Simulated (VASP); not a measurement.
# RbNa2 (P4/mmm) in VASP: notebook, part 2 of 2

VASP 6.6.1. Earlier steps stand in the parts before.

**3. Single point, PBE**

This run uses another cell than the first one, of 56.94 Å³/atom, 2.238 times its volume.

Input file INCAR:

```
  PREC = Accurate
  ENCUT = 520
  EDIFF = 1E-7
  ISMEAR = 0
  SIGMA = 0.1
  LREAL = F
  LASPH = T
  NELM = 60
  ALGO = Fast
  ISIF = 2
  LWAVE = F
  LCHARG = F
  GGA = PE
  NBANDS = 18
```

Input file KPOINTS:

```
Automatic mesh
0
Gamma
  12 12 6
```

Input file POSCAR:

```
RbNa2
1.0
    4.0860384149      0.0000000000      0.0000000000
    0.0000000000      4.0860384149      0.0000000000
    0.0000000000      0.0000000000     10.2307066567
Rb Na
1 2
Direct
    0.0000000000      0.0000000000      0.0000000000
    0.5000000000      0.5000000000      0.3298334037
    0.5000000000      0.5000000000      0.6701665963
```

Potentials or basis: VASP PAW PBE potentials, release 64 (Rb_sv, Na_pv).

Run with:

```bash
> cat potpaw_PBE.64/Rb_sv/POTCAR potpaw_PBE.64/Na_pv/POTCAR > POTCAR
> mpirun -np 1 vasp_std > vasp.out
```

OUTCAR:

```text
PREC = Accurate
   ENCUT = 520
   EDIFF = 1E-7
   ISMEAR = 0
   LREAL = F
   LASPH = T
   NELM = 60
   ISIF = 2
   GGA = PE

 ion  position               nearest neighbor table
   1  0.000  0.000  0.000-
   2  0.500  0.500  0.330-
   3  0.500  0.500  0.670-

  LATTYP: Found a simple tetragonal cell.
 ALAT       =     4.0860384149
 C/A-ratio  =     2.5038204779

  Lattice vectors:

 A1 = (   4.0860384149,   0.0000000000,   0.0000000000)
 A2 = (   0.0000000000,   4.0860384149,   0.0000000000)
 A3 = (   0.0000000000,   0.0000000000,  10.2307066567)

Analysis of symmetry for initial positions (statically):
=====================================================================
 Subroutine PRICEL returns:
 Original cell was already a primitive cell.

 Routine SETGRP: Setting up the symmetry group for a
 simple tetragonal supercell.

 Subroutine GETGRP returns: Found 16 space group operations
 (whereof 16 operations were pure point group operations)
 out of a pool of 16 trial point group operations.

The static configuration has the point symmetry D_4h.

Analysis of symmetry for dynamics (positions and initial velocities):
=====================================================================
 Subroutine PRICEL returns:
 Original cell was already a primitive cell.

 Routine SETGRP: Setting up the symmetry group for a
 simple tetragonal supercell.

 Subroutine GETGRP returns: Found 16 space group operations
 (whereof 16 operations were pure point group operations)
 out of a pool of 16 trial point group operations.

The dynamic configuration has the point symmetry D_4h.

[... 111 lines left out ...]
   NELECT =      23.0000    total number of electrons
   NUPDOWN=      -1.0000    fix difference up-down
   EMIN   =  10.00;   EMAX   =-10.00  energy-range for DOS
   EFERMI =   0.00;   METHOD = LEGACY
   ISMEAR =     0;   SIGMA  =   0.10  broadening in eV -4-tet -1-fermi 0-gaus
   EFERMI_NEDOS =   21; number of points for ismear=-14 and -15
   IALGO  =     68    algorithm
   IMIX   =      4    mixing-type and parameters
     AMIX     =   0.40;   BMIX     =  1.00
     AMIX_MAG =   1.60;   BMIX_MAG =  1.00
  volume/ion in A,a.u.               =      56.94       384.23
  Fermi-wavevector in a.u.,A,eV,Ry     =   0.839100  1.585670  9.579719  0.704090
  Thomas-Fermi vector in A             =   1.953264
   LORBIT       =      0    0 simple, 1 ext, 2 COOP (PROOUT), +10 PAW based schemes
   GGA     = PE    functional components
   LHFCALC =     F    Hartree Fock is set to
   AEXX    =    0.0000 exact exchange contribution
   IVDW    =     0    specifies the selected vdW correction
   LEPSILON=     F    determine dielectric tensor
   LRPA    =     F    only Hartree local field effects (RPA)
 non-spin polarized calculation
 RMM-DIIS sequential band-by-band and
 Gauss-broadening in eV      SIGMA  =   0.10
  energy-cutoff  :      520.00
  volume of cell :      170.81
 maximum number of plane-waves:      4629
   NGX = 15   NGY = 15   NGZ = 39

 number of electron      22.9999991 magnetization

 Free energy of the ion-electron system (eV)
  ---------------------------------------------------
  ext. energy  EPLUGINS =         0.00000000
  ---------------------------------------------------
  free energy    TOTEN  =        -3.16043913 eV

  energy without entropy =       -3.15101845  energy(sigma->0) =       -3.15572879

 E-fermi :  -0.0128     XC(G=0):  -5.8939

 val. band max:       -0.0143090847   @ k =   0.4167   0.1667   0.3333
 cond. band min:      -0.0080336580   @ k =   0.5000   0.1667   0.3333
 fundamental gap:      0.0062754267
 Fermi energy:        -0.0127947389

 k-point     1 :       0.0000    0.0000    0.0000
  band No.  band energies     occupation
      1     -28.8232      2.00000
      2     -25.2471      2.00000
      3     -25.2286      2.00000
      4     -25.2211      2.00000
      5     -25.2211      2.00000
      6     -25.2194      2.00000
[... 481 lines left out ...]
      5     -25.2257      2.00000
      6     -25.2251      2.00000
[... 10 lines left out ...]
     17       3.3475      0.00000
     18       3.8487      0.00000

 [... further k-points ...]

------------------------ aborting loop because EDIFF is reached ----------------------------------------

  FORCE on cell =-STRESS in cart. coord.  units (eV):
  Direction    XX          YY          ZZ          XY          YZ          ZX
  --------------------------------------------------------------------------------------
  -------------------------------------------------------------------------------------
  Total        0.0162243      0.0162243     -0.0093570      0.0000000      0.0000000      0.0000000
  in kB        0.1521833      0.1521833     -0.0877677      0.0000000      0.0000000      0.0000000
  external PRESSURE =       0.0721996 kB  Pullay stress =       0.0000000 kB

 VOLUME and BASIS-vectors are now :
 -----------------------------------------------------------------------------
  energy-cutoff  :      520.00
  volume of cell :      170.81
      direct lattice vectors                 reciprocal lattice vectors
     4.086038415  0.000000000  0.000000000     0.244735829  0.000000000  0.000000000
     0.000000000  4.086038415  0.000000000     0.000000000  0.244735829  0.000000000
     0.000000000  0.000000000 10.230706657     0.000000000  0.000000000  0.097744959

 POSITION                                       TOTAL-FORCE (eV/Angst)
 -----------------------------------------------------------------------------------
      0.00000      0.00000      0.00000         0.000000      0.000000      0.000000
      2.04302      2.04302      3.37443         0.000000     -0.000000      0.001381
      2.04302      2.04302      6.85628        -0.000000      0.000000     -0.001381
 -----------------------------------------------------------------------------------
    total drift:                                0.000000      0.000000      0.000000

  FREE ENERGIE OF THE ION-ELECTRON SYSTEM (eV)
  ---------------------------------------------------
  free  energy   TOTEN  =        -3.1604391266 eV

  energy  without entropy=       -3.1510184516  energy(sigma->0) =       -3.15572879
```

stdout:

```text
POSCAR found type information on POSCAR RbNa
 POSCAR found :  2 types and       3 ions
 scaLAPACK will be used
 LDA part: xc-table for (Slater+PW92), standard interpolation
[... 15 lines left out ...]
 num prob  num prob RMM:  19    -0.316043874414E+01   -0.34619E-06   -0.24305E-06  4610   0.458E-03    0.111E-04
 num prob  num prob  num prob  num prob WARNING in EDDRMM: call to ZHEGV failed, returncode =   6  3     11
 num prob  num prob  num prob  num prob RMM:  20    -0.316043892217E+01   -0.17803E-06   -0.14877E-06  4084   0.290E-03    0.125E-04
 num prob  num prob  num prob  num prob  num prob  num prob  num prob  num prob  num prob  num prob RMM:  21    -0.316043904202E+01   -0.11985E-06   -0.11004E-06  3631   0.233E-03    0.135E-04
 num prob  num prob  num prob  num prob  num prob  num prob  num prob  num prob  num prob  num prob  num prob  num prob  num prob  num prob  num prob RMM:  22    -0.316043912655E+01   -0.84533E-07   -0.67628E-07  3254   0.185E-03
```

It took 3.9 min on 1 thread of Intel Xeon 6975P-C (Granite Rapids), shared host; peak memory 0.46 GiB.

What came out:

```yaml
Free_energy: -3.1604 eV
Pressure: 0.0 GPa
```
